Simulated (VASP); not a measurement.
# CdTe (F-43m) in VASP: further runs

The runs below take CdTe through single point, with PBE.

Everything below comes from runs of VASP 6.6.1. Logs are shortened: lines on timing, memory, paths and dates and some standing lists are left out, and cuts for length are marked.

### 1 The cell of the first run

Symmetry: F-43m, No. 216, cubic system. The conventional cell has a = 6.564 Å, b = 6.564 Å, c = 6.564 Å, α = 90.00°, β = 90.00°, γ = 90.00°. Within 3.7 Å of Cd (site symmetry -43m) lie 4 Te at 2.84 Å. Within 3.7 Å of Te (site symmetry -43m) lie 4 Cd at 2.84 Å.

### 2 Single point, PBE

The input, INCAR:

```
ALGO     = Normal         # electronic algorithm
EDIFF    = 1E-6           # SCF threshold, eV
ENCUT    = 500            # plane-wave cutoff, eV
GGA      = PE             # functional
GGA_COMPAT= False        
ISIF     = 2              # what is computed and relaxed
ISMEAR   = 0              # smearing method
LASPH    = True           # aspherical terms in the spheres
LCHARG   = False          # write CHGCAR
LREAL    = False          # projectors in reciprocal space
LWAVE    = False          # write WAVECAR
NBANDS   = 16             # bands
NELM     = 120            # most SCF steps
PREC     = Accurate       # precision mode
SIGMA    = 0.1            # smearing width, eV
```

The input, KPOINTS:

```
k-points
0
Gamma
  6 6 6
```

The input, POSCAR:

```
CdTe
1.0
    0.0000000000      3.2821135600      3.2821135600
    3.2821135600      0.0000000000      3.2821135600
    3.2821135600      3.2821135600      0.0000000000
Cd Te
1 1
Direct
    0.0000000000      0.0000000000      0.0000000000
    0.2500000000      0.2500000000      0.2500000000
```

Potentials or basis: VASP PAW PBE potentials, release 64 (Cd, Te).

Launch:

```console
$ cat potpaw_PBE.64/Cd/POTCAR potpaw_PBE.64/Te/POTCAR > POTCAR
$ mpirun -np 1 vasp_std > vasp.out
```

OUTCAR:

```text
EDIFF = 1E-6
   ENCUT = 500
   GGA = PE
   ISIF = 2
   ISMEAR = 0
   LASPH = True
   LREAL = False
   NELM = 120
   PREC = Accurate

 ion  position               nearest neighbor table
   1  0.000  0.000  0.000-   2 2.84   2 2.84   2 2.84   2 2.84
   2  0.250  0.250  0.250-   1 2.84   1 2.84   1 2.84   1 2.84

  LATTYP: Found a face centered cubic cell.
 ALAT       =     6.5642271200

  Lattice vectors:

 A1 = (   0.0000000000,   3.2821135600,   3.2821135600)
 A2 = (   3.2821135600,   0.0000000000,   3.2821135600)
 A3 = (   3.2821135600,   3.2821135600,   0.0000000000)

Analysis of symmetry for initial positions (statically):
=====================================================================
 Subroutine PRICEL returns:
 Original cell was already a primitive cell.

 Routine SETGRP: Setting up the symmetry group for a
 face centered cubic supercell.

 Subroutine GETGRP returns: Found 24 space group operations
 (whereof 24 operations were pure point group operations)
 out of a pool of 48 trial point group operations.

The static configuration has the point symmetry T_d .

Analysis of symmetry for dynamics (positions and initial velocities):
=====================================================================
 Subroutine PRICEL returns:
 Original cell was already a primitive cell.

 Routine SETGRP: Setting up the symmetry group for a
 face centered cubic supercell.

 Subroutine GETGRP returns: Found 24 space group operations
 (whereof 24 operations were pure point group operations)
 out of a pool of 48 trial point group operations.

The dynamic configuration has the point symmetry T_d .

 Subroutine INISYM returns: Found 24 space group operations
 (whereof 24 operations are pure point group operations),
 and found     1 'primitive' translations

----------------------------------------------------------------------------------------

                                     Primitive cell

  volume of cell :      70.7116

  direct lattice vectors                    reciprocal lattice vectors
     0.000000000  3.282113560  3.282113560    -0.152340859  0.152340859  0.152340859
     3.282113560  0.000000000  3.282113560     0.152340859 -0.152340859  0.152340859
     3.282113560  3.282113560  0.000000000     0.152340859  0.152340859 -0.152340859

  length of vectors
     4.641609510  4.641609510  4.641609510     0.263862108  0.263862108  0.263862108

  position of ions in fractional coordinates (direct lattice)
     0.000000000  0.000000000  0.000000000
     0.250000000  0.250000000  0.250000000

  ion indices of the primitive-cell ions
   primitive index   ion index
                 1           1
                 2           2

----------------------------------------------------------------------------------------

 KPOINTS: k-points

Automatic generation of k-mesh.
 Grid dimensions read from file:
 generate k-points for:    6    6    6

 Generating k-lattice:

  Cartesian coordinates                     Fractional coordinates (reciprocal lattice)
    -0.025390143  0.025390143  0.025390143     0.166666667  0.000000000  0.000000000
     0.025390143 -0.025390143  0.025390143     0.000000000  0.166666667  0.000000000
     0.025390143  0.025390143 -0.025390143     0.000000000  0.000000000  0.166666667

  Length of vectors
     0.043977018  0.043977018  0.043977018

  Shift w.r.t. Gamma in fractional coordinates (k-lattice)
     0.000000000  0.000000000  0.000000000

 Subroutine IBZKPT returns following result:
 ===========================================

 Found     16 irreducible k-points:

 Following reciprocal coordinates:
            Coordinates               Weight
  0.000000  0.000000  0.000000      1.000000
  0.166667  0.000000  0.000000      8.000000
  0.333333  0.000000  0.000000      8.000000
  0.500000  0.000000  0.000000      4.000000
  0.166667  0.166667  0.000000      6.000000
  0.333333  0.166667  0.000000     24.000000
[... 8 lines left out ...]
 -0.333333  0.333333  0.166667     24.000000
 -0.333333  0.500000  0.166667     12.000000
   k-points           NKPTS =     16   k-points in BZ     NKDIM =     16   number of bands    NBANDS=     16
   number of dos      NEDOS =    301   number of ions     NIONS =      2
   total plane-waves  NPLWV =  46656
   dimension x,y,z NGX =    36 NGY =   36 NGZ =   36
   dimension x,y,z NGXF=    72 NGYF=   72 NGZF=   72
   ions per type =               1   1
   NGX,Y,Z   is equivalent  to a cutoff of  12.89, 12.89, 12.89 a.u.
   NGXF,Y,Z  is equivalent  to a cutoff of  25.79, 25.79, 25.79 a.u.
 SYSTEM =  unknown system
   PREC   = accura    normal or accurate (medium, high low for compatibility)
   ISTART =      0    job   : 0-new  1-cont  2-samecut
   ICHARG =      2    charge: 1-file 2-atom 10-const
   ISPIN  =      1    spin polarized calculation?
   LNONCOLLINEAR =      F non collinear calculations
   LSORBIT =      F    spin-orbit coupling
   LASPH  =      T    aspherical Exc in radial PAW
   ENCUT  =  500.0 eV  36.75 Ry    6.06 a.u.   8.46  8.46  8.46*2*pi/ulx,y,z
   NELM   =    120;   NELMIN=  2; NELMDL= -5     # of ELM steps
   EDIFF  = 0.1E-05   stopping-criterion for ELM
   LREAL  =      F    real-space projection
[... 7 lines left out ...]
   TEBEG  =    0.0;   TEEND  =   0.0 temperature during run
   PSTRESS=    0.0 pullay stress
   NELECT =      18.0000    total number of electrons
   NUPDOWN=      -1.0000    fix difference up-down
   EMIN   =  10.00;   EMAX   =-10.00  energy-range for DOS
   EFERMI =   0.00;   METHOD = LEGACY
   ISMEAR =     0;   SIGMA  =   0.10  broadening in eV -4-tet -1-fermi 0-gaus
   EFERMI_NEDOS =   21; number of points for ismear=-14 and -15
   IALGO  =     38    algorithm
   IMIX   =      4    mixing-type and parameters
     AMIX     =   0.40;   BMIX     =  1.00
     AMIX_MAG =   1.60;   BMIX_MAG =  1.00
  volume/ion in A,a.u.               =      35.36       238.59
  Fermi-wavevector in a.u.,A,eV,Ry     =   1.037533  1.960654 14.646338  1.076475
  Thomas-Fermi vector in A             =   2.171976
   LORBIT       =      0    0 simple, 1 ext, 2 COOP (PROOUT), +10 PAW based schemes
   GGA     = PE    functional components
   LHFCALC =     F    Hartree Fock is set to
   AEXX    =    0.0000 exact exchange contribution
   IVDW    =     0    specifies the selected vdW correction
   LEPSILON=     F    determine dielectric tensor
   LRPA    =     F    only Hartree local field effects (RPA)
 non-spin polarized calculation
 Gauss-broadening in eV      SIGMA  =   0.10
  energy-cutoff  :      500.00
  volume of cell :       70.71
 maximum number of plane-waves:      1820
 NGX is ok and might be reduce to    36
   NGX = 17   NGY = 17   NGZ = 17

 number of electron      18.0000006 magnetization

 Free energy of the ion-electron system (eV)
  ---------------------------------------------------
  ext. energy  EPLUGINS =         0.00000000
  ---------------------------------------------------
  free energy    TOTEN  =        -4.80075042 eV

  energy without entropy =       -4.80075040  energy(sigma->0) =       -4.80075041

 E-fermi :   2.3446     XC(G=0):  -8.4145

 val. band max:        2.0095448566   @ k =   0.0000   0.0000   0.0000
 cond. band min:       2.6636375542   @ k =   0.0000   0.0000   0.0000
 fundamental gap:      0.6540926976
 Fermi energy:         2.3446407510

 k-point     1 :       0.0000    0.0000    0.0000
  band No.  band energies     occupation
      1      -8.9514      2.00000
      2      -6.1556      2.00000
      3      -6.1556      2.00000
      4      -6.1556      2.00000
      5      -5.9227      2.00000
      6      -5.9227      2.00000
[... 8 lines left out ...]
     15      11.2984      0.00000
     16      11.2984      0.00000

 k-point     2 :       0.1667    0.0000    0.0000
  band No.  band energies     occupation
      1      -8.8604      2.00000
      2      -6.1390      2.00000
      3      -6.1390      2.00000
      4      -6.0759      2.00000
      5      -5.9236      2.00000
      6      -5.9236      2.00000
[... 8 lines left out ...]
     15      10.4646      0.00000
     16      10.4646      0.00000

 k-point     3 :       0.3333    0.0000    0.0000
  band No.  band energies     occupation
      1      -8.6790      2.00000
      2      -6.1102      2.00000
      3      -6.1102      2.00000
      4      -5.9200      2.00000
      5      -5.9200      2.00000
      6      -5.8186      2.00000
[... 8 lines left out ...]
     15      10.8474      0.00000
     16      10.8474      0.00000

 k-point     4 :       0.5000    0.0000    0.0000
  band No.  band energies     occupation
      1      -8.5903      2.00000
      2      -6.0990      2.00000
      3      -6.0990      2.00000
      4      -5.9146      2.00000
      5      -5.9146      2.00000
      6      -5.6000      2.00000
[... 8 lines left out ...]
     15      12.2245      0.00000
     16      12.2245      0.00000

 k-point     5 :       0.1667    0.1667    0.0000
  band No.  band energies     occupation
      1      -8.8304      2.00000
      2      -6.1220      2.00000
      3      -6.1220      2.00000
      4      -6.0750      2.00000
      5      -5.9294      2.00000
      6      -5.9158      2.00000
[... 8 lines left out ...]
     15      11.1105      0.00000
     16      11.5375      0.00000

 k-point     6 :       0.3333    0.1667    0.0000
  band No.  band energies     occupation
      1      -8.6802      2.00000
      2      -6.0993      2.00000
      3      -6.0896      2.00000
      4      -5.9636      2.00000
      5      -5.9106      2.00000
      6      -5.8442      2.00000
[... 8 lines left out ...]
     15      11.6951      0.00000
     16      11.7362      0.00000
[... 115 lines left out ...]
 k-point    13 :       0.5000    0.5000    0.0000
  band No.  band energies     occupation
      1      -8.4804      2.00000
      2      -6.0115      2.00000
      3      -6.0104      2.00000
      4      -6.0104      2.00000
      5      -5.8952      2.00000
      6      -5.4731      2.00000
[... 8 lines left out ...]
     15      12.7524      0.00000
     16      13.4431      0.00000

 k-point    14 :       0.5000    0.3333    0.1667
  band No.  band energies     occupation
      1      -8.5645      2.00000
      2      -6.0704      2.00000
      3      -6.0630      2.00000
      4      -5.9577      2.00000
      5      -5.9111      2.00000
      6      -5.6259      2.00000
[... 8 lines left out ...]
     15      12.1665      0.00000
     16      13.2570      0.00000

 k-point    15 :      -0.3333    0.3333    0.1667
  band No.  band energies     occupation
      1      -8.5088      2.00000
      2      -6.0631      2.00000
      3      -6.0502      2.00000
      4      -5.9437      2.00000
      5      -5.9193      2.00000
      6      -5.4623      2.00000
[... 8 lines left out ...]
     15      12.3848      0.00000
     16      13.0510      0.00000

 k-point    16 :      -0.3333    0.5000    0.1667
  band No.  band energies     occupation
      1      -8.4815      2.00000
      2      -6.0383      2.00000
      3      -6.0366      2.00000
      4      -5.9642      2.00000
      5      -5.9107      2.00000
      6      -5.4197      2.00000
[... 8 lines left out ...]
     15      12.9192      0.00000
     16      13.2460      0.00000

------------------------ aborting loop because EDIFF is reached ----------------------------------------

  FORCE on cell =-STRESS in cart. coord.  units (eV):
  Direction    XX          YY          ZZ          XY          YZ          ZX
  --------------------------------------------------------------------------------------
  -------------------------------------------------------------------------------------
  Total        0.4648193      0.4648193      0.4648193      0.0000000      0.0000000     -0.0000000
  in kB       10.5318316     10.5318316     10.5318316      0.0000000      0.0000000     -0.0000000
  external PRESSURE =      10.5318316 kB  Pullay stress =       0.0000000 kB

 VOLUME and BASIS-vectors are now :
 -----------------------------------------------------------------------------
  energy-cutoff  :      500.00
  volume of cell :       70.71
      direct lattice vectors                 reciprocal lattice vectors
     0.000000000  3.282113560  3.282113560    -0.152340859  0.152340859  0.152340859
     3.282113560  0.000000000  3.282113560     0.152340859 -0.152340859  0.152340859
     3.282113560  3.282113560  0.000000000     0.152340859  0.152340859 -0.152340859

 POSITION                                       TOTAL-FORCE (eV/Angst)
 -----------------------------------------------------------------------------------
      0.00000      0.00000      0.00000        -0.000000     -0.000000      0.000000
      1.64106      1.64106      1.64106         0.000000      0.000000     -0.000000
 -----------------------------------------------------------------------------------
    total drift:                                0.000000      0.000000      0.000000

  FREE ENERGIE OF THE ION-ELECTRON SYSTEM (eV)
  ---------------------------------------------------
  free  energy   TOTEN  =        -4.8007504164 eV

  energy  without entropy=       -4.8007503960  energy(sigma->0) =       -4.80075041
```

Run time: 20 s. Hardware: 1 thread of Intel Xeon 8259CL, shared host; peak memory 0.18 GiB.

Results:

| Quantity | Value |
| --- | --- |
| Free energy | -4.8008 eV |
| Pressure | 1.1 GPa |
| Band gap on the k mesh | 0.65 eV |

Caveat: semilocal functionals underestimate gaps, and a narrow one can read as zero; spin-orbit coupling is left out, which moves the levels of the heavy elements.

### 3 Single point, PBE

This run uses another cell than the first one, of 36.25 Å³/atom.

The input, INCAR:

```
ALGO = Normal
EDIFF = 1E-6
ENCUT = 500
GGA = PE
GGA_COMPAT = False
ISIF = 2
ISMEAR = 0
LASPH = True
LCHARG = False
LREAL = False
LWAVE = False
NBANDS = 16
NELM = 120
PREC = Accurate
SIGMA = 0.02
```

The input, KPOINTS:

```
k-points
0
Gamma
  8 8 8
```

The input, POSCAR:

```
CdTe
1.0
    0.0000000000      3.3096311576      3.3096311576
    3.3096311576      0.0000000000      3.3096311576
    3.3096311576      3.3096311576      0.0000000000
Cd Te
1 1
Direct
    0.0000000000      0.0000000000      0.0000000000
    0.2500000000      0.2500000000      0.2500000000
```

Potentials or basis: VASP PAW PBE potentials, release 64 (Cd, Te).

Launch:

```console
$ cat potpaw_PBE.64/Cd/POTCAR potpaw_PBE.64/Te/POTCAR > POTCAR
$ mpirun -np 1 vasp_std > vasp.out
```

It took 32 s on 1 thread of Intel Xeon 8259CL, shared host; peak memory 0.19 GiB.

The run converged. Its results:

| Item | Value |
| --- | --- |
| Free energy | -4.8121 eV |
| Pressure | 0.1 GPa |
| Band gap on the k mesh | 0.58 eV |

Levels at points of the mesh, in eV from the valence-band top:
```tsv
k point	band 7	band 8	band 9	band 10	band 11	band 12
(0.00, 0.00, 0.00)	0.00	0.00	0.00	0.58	4.64	4.64
(0.50, 0.00, 0.00)	-4.08	-0.69	-0.69	1.75	5.21	5.21
(0.50, 0.50, 0.00)	-4.01	-1.66	-1.66	2.67	2.74	8.51
```

Caveat: semilocal functionals underestimate gaps, and a narrow one can read as zero; spin-orbit coupling is left out, which moves the levels of the heavy elements.
